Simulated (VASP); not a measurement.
# Mg (P-1) in VASP: single point with revPBE+D4

Aim: the single point of Mg with revPBE+D4.

All numbers are computed with VASP 6.6.1; they aren't measurements. Logs are shortened: lines on timing, memory, paths and dates and some standing lists are left out, and cuts for length are marked.

## Step 1: The cell of the first run

The typed cell holds 2 atoms: a = 3.209 Å, b = 3.209 Å, c = 5.210 Å, α = 90.00°, β = 90.00°, γ = 120.00°.

## Step 2: Single point, revPBE+D4, collinear spin (atoms moved at random)

File INCAR:

```
PREC     = Accurate       # precision mode
ENCUT    = 520            # plane-wave cutoff, eV
EDIFF    = 1E-6           # SCF threshold, eV
ISMEAR   = -1             # smearing method
SIGMA    = 0.1            # smearing width, eV
LREAL    = False          # projectors in reciprocal space
LASPH    = True           # aspherical terms in the spheres
NELM     = 150            # most SCF steps
ALGO     = Fast           # electronic algorithm
ISIF     = 2              # what is computed and relaxed
LWAVE    = False          # write WAVECAR
LCHARG   = False          # write CHGCAR
ISPIN    = 2              # spin polarisation
MAGMOM   = 0.5 -0.25      # initial moments
LORBIT   = 11             # projections on sites
GGA      = RE             # functional
IVDW     = 13             # dispersion correction
NBANDS   = 13             # bands
```

File KPOINTS:

```
Automatic mesh
0
Gamma
  10 10 5
```

File POSCAR:

```
Mg
1.0
    3.2093000000      0.0000000000      0.0000000000
   -1.6046500000      2.7793353284      0.0000000000
    0.0000000000      0.0000000000      5.2103000000
Mg
2
Direct
    0.6624410000      0.3175670000      0.7472490000
    0.3514070000      0.7019590000      0.2667750000
```

Potentials or basis: VASP PAW PBE potentials, release 64 (Mg).

On the command line:

```console
$ cat potpaw_PBE.64/Mg/POTCAR > POTCAR
$ mpirun -np 1 vasp_std > vasp.out
```

OUTCAR:

```text
PREC = Accurate
   ENCUT = 520
   EDIFF = 1E-6
   ISMEAR = -1
   LREAL = False
   LASPH = True
   NELM = 150
   ISIF = 2
   ISPIN = 2
   LORBIT = 11
   GGA = RE
   IVDW = 13

 ion  position               nearest neighbor table
   1  0.662  0.318  0.747-   2 3.03   2 3.15   2 3.16   2 3.20   2 3.32   2 3.33
   2  0.351  0.702  0.267-   1 3.03   1 3.15   1 3.16   1 3.20   1 3.32   1 3.33

  LATTYP: Found a hexagonal cell.
 ALAT       =     3.2093000000
 C/A-ratio  =     1.6235004518

  Lattice vectors:

 A1 = (   3.2093000000,   0.0000000000,   0.0000000000)
 A2 = (  -1.6046500000,   2.7793353284,   0.0000000000)
 A3 = (   0.0000000000,   0.0000000000,   5.2103000000)

Analysis of symmetry for initial positions (statically):
=====================================================================
 Subroutine PRICEL returns:
 Original cell was already a primitive cell.

 Routine SETGRP: Setting up the symmetry group for a
 hexagonal supercell.

 Subroutine GETGRP returns: Found  2 space group operations
 (whereof  1 operations were pure point group operations)
 out of a pool of 24 trial point group operations.

The static configuration has the point symmetry C_1 .
 The point group associated with its full space group is S_2 .

Analysis of symmetry for dynamics (positions and initial velocities):
=====================================================================
 Subroutine PRICEL returns:
 Original cell was already a primitive cell.

 Routine SETGRP: Setting up the symmetry group for a
 hexagonal supercell.

 Subroutine GETGRP returns: Found  2 space group operations
 (whereof  1 operations were pure point group operations)
 out of a pool of 24 trial point group operations.

The dynamic configuration has the point symmetry C_1 .
 The point group associated with its full space group is S_2 .

Analysis of structural, dynamic, and magnetic symmetry:
=====================================================================
 Subroutine PRICEL returns:
 Original cell was already a primitive cell.

 Routine SETGRP: Setting up the symmetry group for a
 hexagonal supercell.

 Subroutine GETGRP returns: Found  1 space group operations
 (whereof  1 operations were pure point group operations)
 out of a pool of 24 trial point group operations.

The overall configuration has the point symmetry C_1 .

 Subroutine INISYM returns: Found  1 space group operations
 (whereof  1 operations are pure point group operations),
 and found     1 'primitive' translations

----------------------------------------------------------------------------------------

                                     Primitive cell

  volume of cell :      46.4744

  direct lattice vectors                    reciprocal lattice vectors
     3.209300000  0.000000000  0.000000000     0.311594429  0.179899127  0.000000000
    -1.604650000  2.779335328  0.000000000     0.000000000  0.359798255  0.000000000
     0.000000000  0.000000000  5.210300000     0.000000000  0.000000000  0.191927528

  length of vectors
     3.209300000  3.209300000  5.210300000     0.359798255  0.359798255  0.191927528

  position of ions in fractional coordinates (direct lattice)
     0.662441000  0.317567000  0.747249000
     0.351407000  0.701959000  0.266775000

  ion indices of the primitive-cell ions
   primitive index   ion index
                 1           1
                 2           2

----------------------------------------------------------------------------------------

 KPOINTS: Automatic mesh

Automatic generation of k-mesh.
 Grid dimensions read from file:
 generate k-points for:   10   10    5

 Generating k-lattice:

  Cartesian coordinates                     Fractional coordinates (reciprocal lattice)
     0.031159443  0.017989913  0.000000000     0.100000000 -0.000000000  0.000000000
     0.000000000  0.035979825  0.000000000     0.000000000  0.100000000  0.000000000
     0.000000000  0.000000000  0.038385506     0.000000000  0.000000000  0.200000000

  Length of vectors
     0.035979825  0.035979825  0.038385506

  Shift w.r.t. Gamma in fractional coordinates (k-lattice)
     0.000000000  0.000000000  0.000000000

 Subroutine IBZKPT returns following result:
[... 40 lines left out ...]
   PREC   = accura    normal or accurate (medium, high low for compatibility)
   ISTART =      0    job   : 0-new  1-cont  2-samecut
   ICHARG =      2    charge: 1-file 2-atom 10-const
   ISPIN  =      2    spin polarized calculation?
   LNONCOLLINEAR =      F non collinear calculations
   LSORBIT =      F    spin-orbit coupling
   LASPH  =      T    aspherical Exc in radial PAW
   ENCUT  =  520.0 eV  38.22 Ry    6.18 a.u.   5.97  5.97  9.69*2*pi/ulx,y,z
   NELM   =    150;   NELMIN=  2; NELMDL= -5     # of ELM steps
   EDIFF  = 0.1E-05   stopping-criterion for ELM
   LREAL  =      F    real-space projection
   EDIFFG = 0.1E-04   stopping-criterion for IOM
   NSW    =      0    number of steps for IOM
   IBRION =     -1    ionic relax: 0-MD 1-quasi-New 2-CG
   NFREE  =      0    steps in history (QN), initial steepest desc. (CG)
   ISIF   =      2    stress and relaxation
   ISYM   =      2    0-nonsym 1-usesym 2-fastsym
   POTIM  = 0.5000    time-step for ionic-motion
   TEBEG  =    0.0;   TEEND  =   0.0 temperature during run
   PSTRESS=    0.0 pullay stress
   NELECT =       4.0000    total number of electrons
   NUPDOWN=      -1.0000    fix difference up-down
   EMIN   =  10.00;   EMAX   =-10.00  energy-range for DOS
   EFERMI =   0.00;   METHOD = LEGACY
   ISMEAR =    -1;   SIGMA  =   0.10  broadening in eV -4-tet -1-fermi 0-gaus
   EFERMI_NEDOS =   21; number of points for ismear=-14 and -15
   IALGO  =     68    algorithm
   IMIX   =      4    mixing-type and parameters
     AMIX     =   0.40;   BMIX     =  1.00
     AMIX_MAG =   1.60;   BMIX_MAG =  1.00
  volume/ion in A,a.u.               =      23.24       156.81
  Fermi-wavevector in a.u.,A,eV,Ry     =   0.722809  1.365911  7.108401  0.522453
  Thomas-Fermi vector in A             =   1.812866
   LORBIT       =     11    0 simple, 1 ext, 2 COOP (PROOUT), +10 PAW based schemes
   GGA     = RE    functional components
   LHFCALC =     F    Hartree Fock is set to
   AEXX    =    0.0000 exact exchange contribution
   IVDW    =    13    specifies the selected vdW correction
   LEPSILON=     F    determine dielectric tensor
   LRPA    =     F    only Hartree local field effects (RPA)
 spin polarized calculation
 RMM-DIIS sequential band-by-band and
  energy-cutoff  :      520.00
  volume of cell :       46.47
 maximum number of plane-waves:      1277
   NGX = 11   NGY = 11   NGZ = 19

 number of electron       4.0000000 magnetization      -0.0005357

 number of electron       4.0000000 magnetization       0.0002531

 Free energy of the ion-electron system (eV)
  ---------------------------------------------------
  ext. energy  EPLUGINS =         0.00000000
  ---------------------------------------------------
  free energy    TOTEN  =        -2.70781763 eV

  energy without entropy =       -2.67278653  energy(sigma->0) =       -2.69030208

 E-fermi :   2.6981     XC(G=0):  -8.3704

 val. band max:        2.6961918450   @ k =   0.3000   0.3000   0.0000
 cond. band min:       2.7083307277   @ k =   0.1000   0.2000   0.0000
 fundamental gap:      0.0121388826
 Fermi energy:         2.6981396622

 spin component 1

 k-point     1 :       0.0000    0.0000    0.0000
  band No.  band energies     occupation
      1      -4.2270      1.00000
      2       0.9814      1.00000
      3       1.4389      1.00000
      4      13.5300      0.00000
      5      13.5388      0.00000
      6      13.6184      0.00000
      7      13.6282      0.00000
      8      14.4659      0.00000
      9      15.8477      0.00000
     10      16.9859      0.00000
     11      17.1801      0.00000
     12      17.4967      0.00000
     13      17.9434      0.00000
[... 356 lines left out ...]
      2       2.2350      0.99036
      3       2.7083      0.47454
      4       6.5812      0.00000
      5       8.3108      0.00000
      6      11.1909      0.00000
      7      11.8265      0.00000
      8      13.1753      0.00000
      9      13.8075      0.00000
     10      13.9720      0.00000
     11      16.8627      0.00000
     12      17.9979      0.00000
     13      18.1835      0.00000

 [... further k-points ...]

 spin component 2

 k-point     1 :       0.0000    0.0000    0.0000
  band No.  band energies     occupation
      1      -4.2268      1.00000
      2       0.9815      1.00000
      3       1.4391      1.00000
      4      13.5302      0.00000
      5      13.5389      0.00000
      6      13.6186      0.00000
      7      13.6284      0.00000
      8      14.4660      0.00000
      9      15.8479      0.00000
     10      16.9861      0.00000
     11      17.1803      0.00000
     12      17.4968      0.00000
     13      17.9367      0.00000
[... 356 lines left out ...]
      2       2.2351      0.99035
      3       2.7086      0.47396
      4       6.5814      0.00000
      5       8.3110      0.00000
      6      11.1910      0.00000
      7      11.8267      0.00000
      8      13.1754      0.00000
      9      13.8077      0.00000
     10      13.9721      0.00000
     11      16.8629      0.00000
     12      17.9980      0.00000
     13      18.1836      0.00000

 [... further k-points ...]

------------------------ aborting loop because EDIFF is reached ----------------------------------------

  DFT-D4 for vdW energy calculation

  Edisp (eV):   -0.53776

  FORCE on cell =-STRESS in cart. coord.  units (eV):
  Direction    XX          YY          ZZ          XY          YZ          ZX
  --------------------------------------------------------------------------------------
  -------------------------------------------------------------------------------------
  Total      -0.57230    -0.33304    -0.09100     0.00977     0.06124    -0.00270
  in kB     -19.72986   -11.48143    -3.13716     0.33685     2.11137    -0.09320
  external pressure =      -11.45 kB  Pullay stress =        0.00 kB

 VOLUME and BASIS-vectors are now :
 -----------------------------------------------------------------------------
  energy-cutoff  :      520.00
  volume of cell :       46.47
      direct lattice vectors                 reciprocal lattice vectors
     3.209300000  0.000000000  0.000000000     0.311594429  0.179899127  0.000000000
    -1.604650000  2.779335328  0.000000000     0.000000000  0.359798255  0.000000000
     0.000000000  0.000000000  5.210300000     0.000000000  0.000000000  0.191927528

 POSITION                                       TOTAL-FORCE (eV/Angst)
 -----------------------------------------------------------------------------------
      1.61639      0.88263      3.89339        -0.005104      0.114354      0.289847
      0.00137      1.95098      1.38998         0.005104     -0.114354     -0.289847
 -----------------------------------------------------------------------------------
    total drift:                               -0.000001      0.000000      0.000001

  FREE ENERGIE OF THE ION-ELECTRON SYSTEM (eV)
  ---------------------------------------------------
  free  energy   TOTEN  =        -3.2455740287 eV

  energy  without entropy=       -3.2105429203  energy(sigma->0) =       -3.22805847

 total charge

# of ion       s       p       d       tot
------------------------------------------
    1        0.205   0.123   0.011   0.339
    2        0.205   0.123   0.011   0.339
--------------------------------------------------
tot          0.409   0.246   0.023   0.678

 magnetization (x)

# of ion       s       p       d       tot
------------------------------------------
    1        0.000   0.000   0.000   0.000
    2        0.000   0.000   0.000   0.000
--------------------------------------------------
tot          0.000   0.000   0.000   0.000
```

It took 73 s on 1 thread of Intel Xeon 6975P-C (Granite Rapids), shared host; peak memory 0.33 GiB.

Results:

* Free energy: -3.2456 eV
* Pressure: -1.1 GPa
* Largest force: 0.312 eV/Å
* Band gap on the k mesh: zero (filled and empty bands overlap)
* Net moment: 0.00 μB per cell
* Valence electrons inside the program's atomic spheres: Mg 0.34
* Dispersion energy per atom: -0.269 eV

Forces in eV/Å, atoms in the order of the input:
```
Mg  -0.005  0.114  0.290
Mg   0.005 -0.114 -0.290
```

Levels at points of the mesh, in eV from the Fermi level:
Spin up:
```csv
k point,band 1,band 2,band 3,band 4,band 5,band 6
"(0.00, 0.00, 0.00)",-6.93,-1.72,-1.26,10.83,10.84,10.92
"(0.50, 0.00, 0.00)",-2.18,-2.16,2.58,2.99,3.18,3.65
"(0.00, 0.50, 0.00)",-2.18,-2.16,2.67,2.88,3.34,3.58
"(0.50, 0.50, 0.00)",-2.18,-2.15,2.57,3.00,3.17,3.66
```
Spin down:
| k point | band 1 | band 2 | band 3 | band 4 | band 5 |
| --- | --- | --- | --- | --- | --- |
| (0.00, 0.00, 0.00) | -6.92 | -1.72 | -1.26 | 10.83 | 10.84 |
| (0.50, 0.00, 0.00) | -2.18 | -2.16 | 2.58 | 2.99 | 3.18 |
| (0.00, 0.50, 0.00) | -2.18 | -2.16 | 2.67 | 2.88 | 3.34 |
| (0.50, 0.50, 0.00) | -2.18 | -2.15 | 2.57 | 3.00 | 3.17 |

Caveat: the cell differs from its parent crystal (atoms moved at random); the PAW data sets were made with another functional, which shifts forces and pressure a little.
